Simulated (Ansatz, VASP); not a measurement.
Mg in VASP and in Ansatz

The input INCAR:

```
PREC = Accurate
ENCUT = 600
EDIFF = 1E-6
ISMEAR = -1
SIGMA = 0.1
LREAL = F
LASPH = T
NELM = 60
ALGO = Normal
ISIF = 3
LWAVE = F
LCHARG = F
GGA = B5
ALDAX = 1.0
AGGAX = 1.0
AGGAC = 1.0
ALDAC = 0.0
IBRION = 2
NSW = 80
EDIFFG = -0.01
```

File KPOINTS:

```
Automatic mesh
0
Gamma
  7 7 10
```

The input POSCAR:

```
Mg
1.0
    5.0827995274      0.0000000000      0.0000000000
   -2.5413997637      4.4018335130      0.0000000000
    0.0000000000      0.0000000000      3.1157561103
Mg
3
Direct
    0.0000000000      0.0000000000      0.0000000000
    0.3333333333      0.6666666667      0.5000000000
    0.6666666667      0.3333333333      0.5000000000
```

Input for Ansatz:

```yaml
crystal:
  lattice:
    - [5.0827995274, 0.0, 0.0]
    - [-2.5413997637, 4.401833513, 0.0]
    - [0.0, 0.0, 3.1157561103]
  atoms:
    - { symbol: Mg, position: [0.0, 0.0, 0.0] }
    - { symbol: Mg, position: [0.3333333333, 0.6666666667, 0.5] }
    - { symbol: Mg, position: [0.6666666667, 0.3333333333, 0.5] }
hamiltonian:
  xc: blyp
  pseudopotentials:
    kind: paw
    azcp:
      Mg: "pseudopotentials/Mg.paw.azcp"
basis:
  ecutwfc: 420
  fft_grid_basis: typed
kpoints:
  mp_grid: { grid: [7, 7, 10], shift: [0, 0, 0] }
magnetization:
  spin_polarized: false
scf:
  occupations: { method: fermi_dirac, width: 0.1 }
relax:
  max_steps: 60
  f_tol: 0.01
  cell: {}
```

Alike in both runs: task relaxation of cell and atoms; functional BLYP; k mesh 7 × 7 × 10; occupations fermi-dirac, width 0.1 eV; no spin polarisation.

|  | VASP | Ansatz |
| --- | --- | --- |
| version | VASP 6.6.1 | Ansatz 0.2.0 |
| potentials or method | VASP PAW PBE potentials, release 64 (Mg), cutoff 600 eV | plane waves (420 eV) with PAW, scalar-relativistic |
| valence electrons in the cell | 6 | 30 |

|  | VASP | Ansatz | Ansatz less VASP |
| --- | --- | --- | --- |
| relaxed volume (Å³/atom) | 23.91 | 23.95 | +0.036 |
| relaxed length of the cell vector where the two differ most in proportion (Å) | 5.139 | 5.143 | +0.0039 |

VASP's potentials were made for PBE, not for BLYP. VASP's potentials hold 6 valence electrons a cell and Ansatz's 30, so a difference there can come from the potentials and not from the codes.
